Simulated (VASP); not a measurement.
# Ni (Fm-3m) in VASP: further runs

The runs below take Ni through single point, with PBEsol.

Program: VASP 6.6.1. These are calculated values, not measurements. Logs are shortened: lines on timing, memory, paths and dates and some standing lists are left out, and cuts for length are marked.

**1. The cell of the first run**

Symmetry: Fm-3m, No. 225, cubic system. Conventional cell: a = 3.544 Å, b = 3.544 Å, c = 3.544 Å, α = 90.00°, β = 90.00°, γ = 90.00°. Within 3.3 Å of Ni (site symmetry m-3m) lie 12 Ni at 2.51 Å.

**2. Single point, PBEsol, collinear spin, ferromagnetic start**

INCAR

```
PREC = Accurate
ENCUT = 520
EDIFF = 1E-6
ISMEAR = -1
SIGMA = 0.1
LREAL = False
LASPH = True
NELM = 150
ALGO = Normal
ISIF = 2
LWAVE = False
LCHARG = False
ISPIN = 2
MAGMOM = 1.44
LORBIT = 11
NUPDOWN = 1.44
LMAXMIX = 4
GGA = PS
NBANDS = 15
```

KPOINTS

```
Automatic mesh
0
Gamma
  15 15 15
```

POSCAR

```
Ni
1.0
    0.0000000000      1.7720000000      1.7720000000
    1.7720000000      0.0000000000      1.7720000000
    1.7720000000      1.7720000000      0.0000000000
Ni
1
Direct
    0.0000000000      0.0000000000      0.0000000000
```

Potentials or basis: VASP PAW PBE potentials, release 64 (Ni).

Command:

```bash
> cat potpaw_PBE.64/Ni/POTCAR > POTCAR
> mpirun -np 1 vasp_std > vasp.out
```

OUTCAR:

```text
PREC = Accurate
   ENCUT = 520
   EDIFF = 1E-6
   ISMEAR = -1
   LREAL = False
   LASPH = True
   NELM = 150
   ISIF = 2
   ISPIN = 2
   LORBIT = 11
   NUPDOWN = 1.44
   GGA = PS

 ion  position               nearest neighbor table
   1  0.000  0.000  0.000-

  LATTYP: Found a face centered cubic cell.
 ALAT       =     3.5440000000

  Lattice vectors:

 A1 = (   0.0000000000,   1.7720000000,   1.7720000000)
 A2 = (   1.7720000000,   0.0000000000,   1.7720000000)
 A3 = (   1.7720000000,   1.7720000000,   0.0000000000)

Analysis of symmetry for initial positions (statically):
=====================================================================
 Subroutine PRICEL returns:
 Original cell was already a primitive cell.

 Routine SETGRP: Setting up the symmetry group for a
 face centered cubic supercell.

 Subroutine GETGRP returns: Found 48 space group operations
 (whereof 48 operations were pure point group operations)
 out of a pool of 48 trial point group operations.

The static configuration has the point symmetry O_h .

Analysis of symmetry for dynamics (positions and initial velocities):
=====================================================================
 Subroutine PRICEL returns:
 Original cell was already a primitive cell.

 Routine SETGRP: Setting up the symmetry group for a
 face centered cubic supercell.

 Subroutine GETGRP returns: Found 48 space group operations
 (whereof 48 operations were pure point group operations)
 out of a pool of 48 trial point group operations.

The dynamic configuration has the point symmetry O_h .

Analysis of structural, dynamic, and magnetic symmetry:
=====================================================================
 Subroutine PRICEL returns:
 Original cell was already a primitive cell.

 Routine SETGRP: Setting up the symmetry group for a
 face centered cubic supercell.

 Subroutine GETGRP returns: Found 48 space group operations
 (whereof 48 operations were pure point group operations)
 out of a pool of 48 trial point group operations.

The overall configuration has the point symmetry O_h .

 Subroutine INISYM returns: Found 48 space group operations
 (whereof 48 operations are pure point group operations),
 and found     1 'primitive' translations

----------------------------------------------------------------------------------------

                                     Primitive cell

  volume of cell :      11.1281

  direct lattice vectors                    reciprocal lattice vectors
     0.000000000  1.772000000  1.772000000    -0.282167043  0.282167043  0.282167043
     1.772000000  0.000000000  1.772000000     0.282167043 -0.282167043  0.282167043
     1.772000000  1.772000000  0.000000000     0.282167043  0.282167043 -0.282167043

  length of vectors
     2.505986433  2.505986433  2.505986433     0.488727655  0.488727655  0.488727655

  position of ions in fractional coordinates (direct lattice)
     0.000000000  0.000000000  0.000000000

  ion indices of the primitive-cell ions
   primitive index   ion index
                 1           1

----------------------------------------------------------------------------------------

 KPOINTS: Automatic mesh

Automatic generation of k-mesh.
 Grid dimensions read from file:
 generate k-points for:   15   15   15

 Generating k-lattice:

  Cartesian coordinates                     Fractional coordinates (reciprocal lattice)
    -0.018811136  0.018811136  0.018811136     0.066666667  0.000000000  0.000000000
     0.018811136 -0.018811136  0.018811136     0.000000000  0.066666667  0.000000000
     0.018811136  0.018811136 -0.018811136     0.000000000  0.000000000  0.066666667

  Length of vectors
     0.032581844  0.032581844  0.032581844

  Shift w.r.t. Gamma in fractional coordinates (k-lattice)
     0.000000000  0.000000000  0.000000000

 Subroutine IBZKPT returns following result:
 ===========================================

 Found    120 irreducible k-points:

 Following reciprocal coordinates:
            Coordinates               Weight
  0.000000  0.000000  0.000000      1.000000
  0.066667  0.000000  0.000000      8.000000
  0.133333  0.000000  0.000000      8.000000
  0.200000  0.000000  0.000000      8.000000
  0.266667  0.000000  0.000000      8.000000
  0.333333  0.000000  0.000000      8.000000
[... 16 lines left out ...]
  0.133333  0.133333  0.000000      6.000000
  0.200000  0.133333  0.000000     24.000000
 [... further k-points ...]
   k-points           NKPTS =    120   k-points in BZ     NKDIM =    120   number of bands    NBANDS=     15
   number of dos      NEDOS =    301   number of ions     NIONS =      1
   total plane-waves  NPLWV =   8000
   dimension x,y,z NGX =    20 NGY =   20 NGZ =   20
   dimension x,y,z NGXF=    40 NGYF=   40 NGZF=   40
   ions per type =               1
   NGX,Y,Z   is equivalent  to a cutoff of  13.27, 13.27, 13.27 a.u.
   NGXF,Y,Z  is equivalent  to a cutoff of  26.54, 26.54, 26.54 a.u.
 SYSTEM =  unknown system
   PREC   = accura    normal or accurate (medium, high low for compatibility)
   ISTART =      0    job   : 0-new  1-cont  2-samecut
   ICHARG =      2    charge: 1-file 2-atom 10-const
   ISPIN  =      2    spin polarized calculation?
   LNONCOLLINEAR =      F non collinear calculations
   LSORBIT =      F    spin-orbit coupling
   LASPH  =      T    aspherical Exc in radial PAW
   ENCUT  =  520.0 eV  38.22 Ry    6.18 a.u.   4.66  4.66  4.66*2*pi/ulx,y,z
   NELM   =    150;   NELMIN=  2; NELMDL= -5     # of ELM steps
   EDIFF  = 0.1E-05   stopping-criterion for ELM
   LREAL  =      F    real-space projection
   EDIFFG = 0.1E-04   stopping-criterion for IOM
   NSW    =      0    number of steps for IOM
   IBRION =     -1    ionic relax: 0-MD 1-quasi-New 2-CG
   NFREE  =      0    steps in history (QN), initial steepest desc. (CG)
   ISIF   =      2    stress and relaxation
   ISYM   =      2    0-nonsym 1-usesym 2-fastsym
   POTIM  = 0.5000    time-step for ionic-motion
   TEBEG  =    0.0;   TEEND  =   0.0 temperature during run
   PSTRESS=    0.0 pullay stress
   NELECT =      10.0000    total number of electrons
   NUPDOWN=       1.4400    fix difference up-down
   EMIN   =  10.00;   EMAX   =-10.00  energy-range for DOS
   EFERMI =   0.00;   METHOD = LEGACY
   ISMEAR =    -1;   SIGMA  =   0.10  broadening in eV -4-tet -1-fermi 0-gaus
   EFERMI_NEDOS =   21; number of points for ismear=-14 and -15
   IALGO  =     38    algorithm
   IMIX   =      4    mixing-type and parameters
     AMIX     =   0.40;   BMIX     =  1.00
     AMIX_MAG =   1.60;   BMIX_MAG =  1.00
  volume/ion in A,a.u.               =      11.13        75.10
  Fermi-wavevector in a.u.,A,eV,Ry     =   1.579796  2.985382 33.956830  2.495757
  Thomas-Fermi vector in A             =   2.680121
   LORBIT       =     11    0 simple, 1 ext, 2 COOP (PROOUT), +10 PAW based schemes
   GGA     = PS    functional components
   LHFCALC =     F    Hartree Fock is set to
   AEXX    =    0.0000 exact exchange contribution
   IVDW    =     0    specifies the selected vdW correction
   LEPSILON=     F    determine dielectric tensor
   LRPA    =     F    only Hartree local field effects (RPA)
 spin polarized calculation
  energy-cutoff  :      520.00
  volume of cell :       11.13
 maximum number of plane-waves:       311
   NGX =  9   NGY =  9   NGZ =  9

 number of electron      10.0000009 magnetization       1.4400002

 Free energy of the ion-electron system (eV)
  ---------------------------------------------------
  ext. energy  EPLUGINS =         0.00000000
  ---------------------------------------------------
  free energy    TOTEN  =        -5.61751191 eV

  energy without entropy =       -5.56973584  energy(sigma->0) =       -5.59362388

 E-fermi :   8.4833     XC(G=0): -13.3485

 val. band max:       11.2713223144   @ k =  -0.4667   0.4667   0.0667
 cond. band min:       8.4868800732   @ k =  -0.3333   0.1333   0.0000
 fundamental gap:     -2.7844422412
 Fermi energy:        11.2800086662

 spin component 1

 k-point     1 :       0.0000    0.0000    0.0000
  band No.  band energies     occupation
      1      -0.2381      1.00000
      2       5.7850      1.00000
      3       5.7850      1.00000
      4       5.7850      1.00000
      5       6.8428      1.00000
      6       6.8428      1.00000
      7      32.2057      0.00000
      8      35.8187      0.00000
      9      35.8187      0.00000
     10      35.8187      0.00000
     11      38.5576      0.00000
     12      38.5576      0.00000
     13      38.5576      0.00000
     14      41.8101      0.00000
     15      47.6873      0.00000
[... 397 lines left out ...]
 k-point    24 :       0.2000    0.1333    0.0000
  band No.  band energies     occupation
      1       1.2331      1.00000
      2       5.3606      1.00000
      3       6.1176      1.00000
      4       6.1428      1.00000
      5       6.5394      1.00000
      6       7.0063      1.00000
      7      27.9457      0.00000
      8      30.4524      0.00000
      9      31.0455      0.00000
     10      33.2893      0.00000
     11      37.3264      0.00000
     12      42.0593      0.00000
     13      43.8343      0.00000
     14      44.4062      0.00000
     15      48.8527      0.00000

 [... further k-points ...]

 spin component 2

 k-point     1 :       0.0000    0.0000    0.0000
  band No.  band energies     occupation
      1       0.1671      1.00000
      2       7.1609      1.00000
      3       7.1609      1.00000
      4       7.1609      1.00000
      5       8.1720      0.95743
      6       8.1720      0.95743
      7      32.4999      0.00000
      8      36.2574      0.00000
      9      36.2574      0.00000
     10      36.2574      0.00000
     11      39.1429      0.00000
     12      39.1429      0.00000
     13      39.1429      0.00000
     14      42.1593      0.00000
     15      48.3001      0.00000
[... 397 lines left out ...]
 k-point    24 :       0.2000    0.1333    0.0000
  band No.  band energies     occupation
      1       1.6482      1.00000
      2       6.6854      1.00000
      3       7.4901      0.99995
      4       7.5335      0.99993
      5       7.8453      0.99831
      6       8.3497      0.79185
      7      28.4964      0.00000
      8      30.9992      0.00000
      9      31.4959      0.00000
     10      33.7335      0.00000
     11      37.9801      0.00000
     12      42.5020      0.00000
     13      44.2207      0.00000
     14      44.8074      0.00000
     15      49.4664      0.00000

 [... further k-points ...]
[... 5 lines left out ...]
  --------------------------------------------------------------------------------------
  -------------------------------------------------------------------------------------
  Total       -0.2135711     -0.2135711     -0.2135711     -0.0000000     -0.0000000      0.0000000
  in kB      -30.7490636    -30.7490636    -30.7490636     -0.0000000     -0.0000000      0.0000000
  external PRESSURE =     -30.7490636 kB  Pullay stress =       0.0000000 kB

 VOLUME and BASIS-vectors are now :
 -----------------------------------------------------------------------------
  energy-cutoff  :      520.00
  volume of cell :       11.13
      direct lattice vectors                 reciprocal lattice vectors
     0.000000000  1.772000000  1.772000000    -0.282167043  0.282167043  0.282167043
     1.772000000  0.000000000  1.772000000     0.282167043 -0.282167043  0.282167043
     1.772000000  1.772000000  0.000000000     0.282167043  0.282167043 -0.282167043

 POSITION                                       TOTAL-FORCE (eV/Angst)
 -----------------------------------------------------------------------------------
      0.00000      0.00000      0.00000         0.000000      0.000000     -0.000000
 -----------------------------------------------------------------------------------
    total drift:                                0.000000      0.000000      0.000000

  FREE ENERGIE OF THE ION-ELECTRON SYSTEM (eV)
  ---------------------------------------------------
  free  energy   TOTEN  =        -5.6175119107 eV

  energy  without entropy=       -5.5697358411  energy(sigma->0) =       -5.59362388

 total charge

# of ion       s       p       d       tot
------------------------------------------
    1        0.519   0.559   8.162   9.239

 magnetization (x)

# of ion       s       p       d       tot
------------------------------------------
    1        0.035   0.089   1.262   1.386
```

Wall time 31 s (1 thread of Intel Xeon Platinum 8375C at 2.90GHz (Ice Lake), shared host); peak memory 0.15 GiB.

Results:

| Quantity | Value |
| --- | --- |
| Free energy | -5.6175 eV |
| Pressure | -3.1 GPa |
| Net moment | 1.44 μB per cell |
| Site moments | Ni +1.39 μB |
| Valence electrons inside the program's atomic spheres | Ni 9.24 |

Caveat: the PAW data sets were made with another functional, which shifts forces and pressure a little; the total moment is fixed, so each spin has its own Fermi level.

**3. Single point, PBEsol, collinear spin, ferromagnetic start**

INCAR

```
SYSTEM = Ni
PREC = Accurate ; ENCUT = 520
EDIFF = 1E-6 ; ISMEAR = -1
SIGMA = 0.1 ; LREAL = .False.
LASPH = .True. ; NELM = 150
ALGO = Normal ; ISIF = 2
LWAVE = .False. ; LCHARG = .False.
ISPIN = 2 ; MAGMOM = 1.92
LORBIT = 11 ; NUPDOWN = 1.92
LMAXMIX = 4 ; GGA = PS
NBANDS = 15
```

KPOINTS

```
Automatic mesh
0
Gamma
  15 15 15
  0 0 0
```

POSCAR is that of step 2.

Potentials or basis: VASP PAW PBE potentials, release 64 (Ni).

Command:

```bash
> cat potpaw_PBE.64/Ni/POTCAR > POTCAR
> mpirun -np 1 vasp_std > vasp.out
```

Run time: 33 s. Hardware: 1 thread of Intel Xeon Platinum 8375C at 2.90GHz (Ice Lake), shared host; peak memory 0.15 GiB.

It converged, with:

```yaml
Free_energy: -4.6552 eV
Pressure: 9.2 GPa
Net_moment: 1.92 μB per cell
Site_moments: Ni +1.80 μB
Valence_electrons_inside_the_program's_atomic_spheres: Ni 9.21
```

Caveat: the PAW data sets were made with another functional, which shifts forces and pressure a little; the total moment is fixed, so each spin has its own Fermi level.

[end of part 1 of 2]
